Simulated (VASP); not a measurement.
A run of VASP 6.6.1 is set up as follows.

The input INCAR:

```
SYSTEM = Ir
  PREC = Accurate
  ENCUT = 520
  EDIFF = 1E-7
  ISMEAR = 0
  SIGMA = 0.1
  LREAL = .FALSE.
  LASPH = .TRUE.
  NELM = 60
  ALGO = Fast
  ISIF = 2
  LWAVE = .FALSE.
  LCHARG = .FALSE.
  NBANDS = 10
```

Contents of KPOINTS:

```
Automatic mesh
0
G
  18 18 18
  0 0 0
```

Contents of POSCAR:

```
Ir
1.0
    0.0000000000      1.9054792272      1.9054792272
    1.9054792272      0.0000000000      1.9054792272
    1.9054792272      1.9054792272      0.0000000000
Ir
1
Direct
    0.0000000000      0.0000000000      0.0000000000
```

Potentials or basis: VASP PAW LDA potentials, release 64 (Ir).

Launch:

```sh
$ cat potpaw_LDA.64/Ir/POTCAR > POTCAR
$ mpirun -np 1 vasp_std > vasp.out
```

Task: What does it give for the band gap on the k mesh?

Result: Zero (an odd number of electrons rules out a gap without spin polarisation).

Task: What does it give for the pressure?

Result: 2.6 GPa.

Caveat: spin-orbit coupling is left out, which moves the levels of the heavy elements.
